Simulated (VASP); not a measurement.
Wanted: the native input for a VASP 6.6.1 run.

```yaml
Task: single point
Functional: PBE
Potentials_or_basis: VASP PAW PBE potentials, release 64 (C)
Cutoff: 520 eV
k_mesh: 10 × 10 × 4
Occupations: gaussian, width 0.1 eV
Spin: collinear spin
Starting_moments: "[1.0, 1.0] μB"
Dipole_correction: no
Further_INCAR_settings: ALGO = Normal; EDIFF = 1e-07; NBANDS = 15
```

The structure of C lies in POSCAR:

```
C
1.0
    1.7906299464      0.0000000000      0.0000000000
    0.0000000000      1.7906299464      0.0000000000
    0.0000000000      0.0000000000      5.1410113872
C
2
Direct
    0.0000000000      0.0000000000      0.8540510189
    0.0000000000      0.0000000000      0.1459489811
```

The cell was built from a structure type or drawn by symmetry, and may not be a known phase.

These files were run (other wordings do the same):

INCAR

```
SYSTEM = C
PREC = Accurate
ENCUT = 520
EDIFF = 1E-7
ISMEAR = 0
SIGMA = 0.1
LREAL = .FALSE.
LASPH = .TRUE.
NELM = 150
ALGO = Normal
ISIF = 2
LWAVE = .FALSE.
LCHARG = .TRUE.
ISPIN = 2
MAGMOM = 1 1
LORBIT = 11
GGA = PE
LELF = .TRUE.
LVHAR = .TRUE.
NBANDS = 15
```

KPOINTS

```
Automatic mesh
0
G
  10 10 4
  0 0 0
```

Potentials or basis: VASP PAW PBE potentials, release 64 (C).

Command:

```sh
$ cat potpaw_PBE.64/C/POTCAR > POTCAR
$ mpirun -np 1 vasp_std > vasp.out
```

It gave:

```json
{
  "Pressure": "0.5 GPa",
  "Largest force": "0.077 eV/Å",
  "Band gap on the k mesh": "zero (filled and empty bands overlap)",
  "Net moment": "0.00 μB per cell",
  "Valence electrons inside the program's atomic spheres": "C 2.34"
}
```

Caveat: this functional lacks dispersion, which binds the layers, so the pressure and a relaxed spacing across them are unreliable.

Run time: 28 s on 1 thread of Intel(R) Xeon(R) Platinum 8488C (Sapphire Rapids) (shared host), peak memory 0.14 GiB.
